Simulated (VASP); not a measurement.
LiF:

```
CELL_PARAMETERS angstrom
2.44429 0.00000 0.00000
0.00000 2.44429 0.00000
0.00000 0.00000 2.51626
ATOMIC_POSITIONS crystal
Li 0.00000 0.00000 0.00000
F 0.50000 0.50000 0.50000
```

This cell differs from its parent crystal: biaxial xy strain -2.9%.

Base run:

* Program: VASP 6.6.1
* Functional: r2SCAN
* Potentials or basis: VASP PAW PBE potentials, release 64 (Li_sv, F)
* Cutoff: 520 eV
* k mesh: 10 × 10 × 10
* Occupations: gaussian, width 0.01 eV
* Spin: no spin polarisation

Its results: band gap on the k mesh 9.63 eV (least direct gap 10.39 eV).

**Question.** The run is repeated on the same cell with these changes: functional from r2SCAN to PBE; occupations from gaussian, width 0.01 eV to fermi-dirac, width 0.02 eV. What comes out?

**Answer.** Band gap on the k mesh 8.38 eV (least direct gap 9.13 eV).

A k mesh can miss the band edges.
